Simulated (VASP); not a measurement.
# Cs2Na (Fd-3m) in VASP: notebook

Runs on Cs2Na. Level: PBE. Tasks: single point.

Program: VASP 6.6.1. These are calculated values, not measurements. Logs are shortened: lines on timing, memory, paths and dates and some standing lists are left out, and cuts for length are marked.

## 1. The cell of the first run

The structure is cubic, space group Fd-3m (No. 227). Conventional cell: a = 9.658 Å, b = 9.658 Å, c = 9.658 Å, α = 90.00°, β = 90.00°, γ = 90.00°. Cs (site symmetry -3m) has 6 Cs at 3.41 Å and 6 Na at 4.00 Å within 4.5 Å. Na (site symmetry -43m) has 12 Cs at 4.00 Å and 4 Na at 4.18 Å within 5.3 Å.

## 2. Single point, PBE

Contents of INCAR:

```
PREC = Accurate ; ENCUT = 520
EDIFF = 1E-7 ; ISMEAR = 0
SIGMA = 0.1 ; LREAL = F
LASPH = T ; NELM = 60
ALGO = Fast ; ISIF = 2
LWAVE = F ; LCHARG = F
GGA = PE ; NBANDS = 34
```

Contents of KPOINTS:

```
Automatic mesh
0
Gamma
  4 4 4
```

Contents of POSCAR:

```
Cs2Na
1.0
    0.0000000000      4.8289238216      4.8289238216
    4.8289238216      0.0000000000      4.8289238216
    4.8289238216      4.8289238216      0.0000000000
Cs Na
4 2
Direct
    0.6250000000      0.6250000000      0.6250000000
    0.1250000000      0.6250000000      0.6250000000
    0.6250000000      0.6250000000      0.1250000000
    0.6250000000      0.1250000000      0.6250000000
    0.0000000000      0.0000000000      0.0000000000
    0.2500000000      0.2500000000      0.2500000000
```

Potentials or basis: VASP PAW PBE potentials, release 64 (Cs_sv, Na_pv).

Launch:

```
$ cat potpaw_PBE.64/Cs_sv/POTCAR potpaw_PBE.64/Na_pv/POTCAR > POTCAR
$ mpirun -np 1 vasp_std > vasp.out
```

OUTCAR:

```text
PREC = Accurate
   ENCUT = 520
   EDIFF = 1E-7
   ISMEAR = 0
   LREAL = F
   LASPH = T
   NELM = 60
   ISIF = 2
   GGA = PE

 ion  position               nearest neighbor table
   1  0.625  0.625  0.625-
   2  0.125  0.625  0.625-
   3  0.625  0.625  0.125-
   4  0.625  0.125  0.625-
   5  0.000  0.000  0.000-
   6  0.250  0.250  0.250-

  LATTYP: Found a face centered cubic cell.
 ALAT       =     9.6578476432

  Lattice vectors:

 A1 = (   0.0000000000,   4.8289238216,   4.8289238216)
 A2 = (   4.8289238216,   0.0000000000,   4.8289238216)
 A3 = (   4.8289238216,   4.8289238216,   0.0000000000)

Analysis of symmetry for initial positions (statically):
=====================================================================
 Subroutine PRICEL returns:
 Original cell was already a primitive cell.

 Routine SETGRP: Setting up the symmetry group for a
 face centered cubic supercell.

 Subroutine GETGRP returns: Found 48 space group operations
 (whereof 24 operations were pure point group operations)
 out of a pool of 48 trial point group operations.

The static configuration has the point symmetry T_d .
 The point group associated with its full space group is O_h .

Analysis of symmetry for dynamics (positions and initial velocities):
=====================================================================
 Subroutine PRICEL returns:
 Original cell was already a primitive cell.

 Routine SETGRP: Setting up the symmetry group for a
 face centered cubic supercell.

 Subroutine GETGRP returns: Found 48 space group operations
 (whereof 24 operations were pure point group operations)
 out of a pool of 48 trial point group operations.

The dynamic configuration has the point symmetry T_d .
 The point group associated with its full space group is O_h .

 Subroutine INISYM returns: Found 48 space group operations
 (whereof 24 operations are pure point group operations),
 and found     1 'primitive' translations

----------------------------------------------------------------------------------------

                                     Primitive cell

  volume of cell :     225.2066

  direct lattice vectors                    reciprocal lattice vectors
     0.000000000  4.828923822  4.828923822    -0.103542739  0.103542739  0.103542739
[... 77 lines left out ...]
   EDIFF  = 0.1E-06   stopping-criterion for ELM
   LREAL  =      F    real-space projection
   EDIFFG = 0.1E-05   stopping-criterion for IOM
   NSW    =      0    number of steps for IOM
   IBRION =     -1    ionic relax: 0-MD 1-quasi-New 2-CG
   NFREE  =      0    steps in history (QN), initial steepest desc. (CG)
   ISIF   =      2    stress and relaxation
   ISYM   =      2    0-nonsym 1-usesym 2-fastsym
   POTIM  = 0.5000    time-step for ionic-motion
   TEBEG  =    0.0;   TEEND  =   0.0 temperature during run
   PSTRESS=    0.0 pullay stress
   NELECT =      50.0000    total number of electrons
   NUPDOWN=      -1.0000    fix difference up-down
   EMIN   =  10.00;   EMAX   =-10.00  energy-range for DOS
   EFERMI =   0.00;   METHOD = LEGACY
   ISMEAR =     0;   SIGMA  =   0.10  broadening in eV -4-tet -1-fermi 0-gaus
   EFERMI_NEDOS =   21; number of points for ismear=-14 and -15
   IALGO  =     68    algorithm
   IMIX   =      4    mixing-type and parameters
     AMIX     =   0.40;   BMIX     =  1.00
     AMIX_MAG =   1.60;   BMIX_MAG =  1.00
  volume/ion in A,a.u.               =      37.53       253.29
  Fermi-wavevector in a.u.,A,eV,Ry     =   0.991299  1.873283 13.370076  0.982673
  Thomas-Fermi vector in A             =   2.123030
   LORBIT       =      0    0 simple, 1 ext, 2 COOP (PROOUT), +10 PAW based schemes
   GGA     = PE    functional components
   LHFCALC =     F    Hartree Fock is set to
   AEXX    =    0.0000 exact exchange contribution
   IVDW    =     0    specifies the selected vdW correction
   LEPSILON=     F    determine dielectric tensor
   LRPA    =     F    only Hartree local field effects (RPA)
 non-spin polarized calculation
 RMM-DIIS sequential band-by-band and
 Gauss-broadening in eV      SIGMA  =   0.10
  energy-cutoff  :      520.00
  volume of cell :      225.21
 maximum number of plane-waves:      6102
 NGX is ok and might be reduce to    54
   NGX = 25   NGY = 25   NGZ = 25

 number of electron      49.9999987 magnetization

 Free energy of the ion-electron system (eV)
  ---------------------------------------------------
  ext. energy  EPLUGINS =         0.00000000
  ---------------------------------------------------
  free energy    TOTEN  =        -1.49479152 eV

  energy without entropy =       -1.45281221  energy(sigma->0) =       -1.47380186

 E-fermi :   3.6591     XC(G=0):  -8.3307

 val. band max:        3.6014529148   @ k =   0.2500   0.2500   0.0000
 cond. band min:       3.6804670013   @ k =  -0.2500   0.2500   0.0000
 fundamental gap:      0.0790140866
 Fermi energy:         3.6591077435

 k-point     1 :       0.0000    0.0000    0.0000
  band No.  band energies     occupation
      1     -21.1251      2.00000
      2     -21.0571      2.00000
      3     -21.0571      2.00000
      4     -21.0571      2.00000
      5     -21.0539      2.00000
      6     -21.0538      2.00000
[... 285 lines left out ...]
     33       5.6739      0.00000
     34       5.6785      0.00000

------------------------ aborting loop because EDIFF is reached ----------------------------------------

  FORCE on cell =-STRESS in cart. coord.  units (eV):
  Direction    XX          YY          ZZ          XY          YZ          ZX
  --------------------------------------------------------------------------------------
  -------------------------------------------------------------------------------------
  Total        9.6043191      9.6043191      9.6043191      0.0000000      0.0000000      0.0000000
  in kB       68.3275906     68.3275906     68.3275906      0.0000000      0.0000000      0.0000000
  external PRESSURE =      68.3275906 kB  Pullay stress =       0.0000000 kB

 VOLUME and BASIS-vectors are now :
 -----------------------------------------------------------------------------
  energy-cutoff  :      520.00
  volume of cell :      225.21
      direct lattice vectors                 reciprocal lattice vectors
     0.000000000  4.828923822  4.828923822    -0.103542739  0.103542739  0.103542739
     4.828923822  0.000000000  4.828923822     0.103542739 -0.103542739  0.103542739
     4.828923822  4.828923822  0.000000000     0.103542739  0.103542739 -0.103542739

 POSITION                                       TOTAL-FORCE (eV/Angst)
 -----------------------------------------------------------------------------------
      6.03615      6.03615      6.03615         0.000000      0.000000      0.000000
      6.03615      3.62169      3.62169         0.000000      0.000000     -0.000000
      3.62169      3.62169      6.03615         0.000000      0.000000     -0.000000
      3.62169      6.03615      3.62169         0.000000      0.000000     -0.000000
      0.00000      0.00000      0.00000        -0.000000     -0.000000     -0.000000
      2.41446      2.41446      2.41446        -0.000000      0.000000      0.000000
 -----------------------------------------------------------------------------------
    total drift:                               -0.000000     -0.000000      0.000000

  FREE ENERGIE OF THE ION-ELECTRON SYSTEM (eV)
  ---------------------------------------------------
  free  energy   TOTEN  =        -1.4947915151 eV

  energy  without entropy=       -1.4528122085  energy(sigma->0) =       -1.47380186
```

stdout:

```text
POSCAR found type information on POSCAR CsNa
 POSCAR found :  2 types and       6 ions
 scaLAPACK will be used
 LDA part: xc-table for (Slater+PW92), standard interpolation
 POSCAR, INCAR and KPOINTS ok, starting setup
 FFT: planning ... GRIDC
 FFT: planning ... GRID_SOFT
 FFT: planning ... GRID
 WAVECAR not read
 entering main loop
```

It took 70 s on 1 thread of AMD EPYC 9R45 (Zen 5), shared host; peak memory 0.36 GiB.

What came out:

```yaml
Free_energy: -1.4948 eV
Pressure: 6.8 GPa
Band_gap_on_the_k_mesh: zero (band 25 reaches 4.31 eV, above the bottom of band 26 at 2.91 eV)
```

Caveat: spin-orbit coupling is left out, which moves the levels of the heavy elements.

## 3. Single point, PBE

This run uses another cell than the first one, of 86.83 Å³/atom, 2.313 times its volume.

Contents of INCAR:

```
SYSTEM = Cs2Na
  PREC = Accurate
  ENCUT = 520
  EDIFF = 1E-6
  ISMEAR = 0
  SIGMA = 0.1
  LREAL = .FALSE.
  LASPH = .TRUE.
  NELM = 60
  ALGO = Fast
  ISIF = 2
  LWAVE = .FALSE.
  LCHARG = .FALSE.
  GGA = PE
  NBANDS = 34
```

Contents of KPOINTS:

```
regular mesh
0
G
  4 4 4
  0 0 0
```

POSCAR: that of step 2 with these lines changed.

```diff
@@ -2,5 +2,5 @@
 1.0
-    0.0000000000      4.8289238216      4.8289238216
-    4.8289238216      0.0000000000      4.8289238216
-    4.8289238216      4.8289238216      0.0000000000
+    0.0000000000      6.3864111085      6.3864111085
+    6.3864111085      0.0000000000      6.3864111085
+    6.3864111085      6.3864111085      0.0000000000
 Cs Na
```

Potentials or basis: VASP PAW PBE potentials, release 64 (Cs_sv, Na_pv).

Launch:

```
$ cat potpaw_PBE.64/Cs_sv/POTCAR potpaw_PBE.64/Na_pv/POTCAR > POTCAR
$ mpirun -np 1 vasp_std > vasp.out
```

Run time: 3.2 min. Hardware: 1 thread of AMD EPYC 9R45 (Zen 5), shared host; peak memory 0.71 GiB.

Results (log left out):

| Property | Result |
| --- | --- |
| Free energy | -5.0678 eV |
| Pressure | 0.0 GPa |
| Band gap on the k mesh | zero (band 25 reaches 0.89 eV, above the bottom of band 26 at 0.01 eV) |

Levels at points of the mesh, in eV from the Fermi level:
| k point | band 21 | band 22 | band 23 | band 24 | band 25 | band 26 | band 27 | band 28 | band 29 | band 30 |
| --- | --- | --- | --- | --- | --- | --- | --- | --- | --- | --- |
| (0.00, 0.00, 0.00) | -10.54 | -10.54 | -1.87 | -0.33 | 0.49 | 0.49 | 0.49 | 0.65 | 0.65 | 0.65 |
| (0.50, 0.00, 0.00) | -10.55 | -10.55 | -1.05 | -1.01 | -0.09 | 0.71 | 0.71 | 0.77 | 0.77 | 0.80 |
| (0.50, 0.50, 0.00) | -10.57 | -10.57 | -0.80 | -0.80 | 0.06 | 0.06 | 0.30 | 0.30 | 1.23 | 1.23 |

Caveat: spin-orbit coupling is left out, which moves the levels of the heavy elements.
